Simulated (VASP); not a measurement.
NbAg3, 4 atoms in the cell. Symmetry: Pm-3m, No. 221, cubic system. Conventional cell: a = 4.098 Å, b = 4.098 Å, c = 4.098 Å, α = 90.00°, β = 90.00°, γ = 90.00°. Ag (site symmetry 4/mmm) has 8 Ag at 2.90 Å and 4 Nb at 2.90 Å within 3.8 Å. Within 3.8 Å of Nb (site symmetry m-3m) lie 12 Ag at 2.90 Å. 

| Quantity | Value |
| --- | --- |
| Program | VASP 6.6.1 |
| Task | single point |
| Functional | r2SCAN |
| Potentials or basis | VASP PAW PBE potentials, release 64 (Ag, Nb_sv) |
| Cutoff | 520 eV |
| k mesh | 8 × 8 × 8 |
| Occupations | methfessel-paxton, width 0.0154 eV |
| Spin | no spin polarisation |
| Dipole correction | no |
| Further INCAR settings | ALGO = Normal; EDIFF = 1e-06; NBANDS = 31 |

Potentials or basis: VASP PAW PBE potentials, release 64 (Ag, Nb_sv).

Run with:

```console
$ cat potpaw_PBE.64/Ag/POTCAR potpaw_PBE.64/Nb_sv/POTCAR > POTCAR
$ cp INCAR.step1 INCAR
$ mpirun -np 1 vasp_std > vasp.out
$ cp INCAR.step2 INCAR
$ mpirun -np 1 vasp_std > vasp.out
```

Hardware: 1 thread of Intel(R) Xeon(R) Platinum 8375C CPU @ 2.90GHz (Ice Lake), with other jobs on the host.

How long does it take, and how much memory?

It took 4.1 min on 1 thread of Intel(R) Xeon(R) Platinum 8375C CPU @ 2.90GHz (Ice Lake) (shared host), peak memory 0.21 GiB. Counts: k points 35.
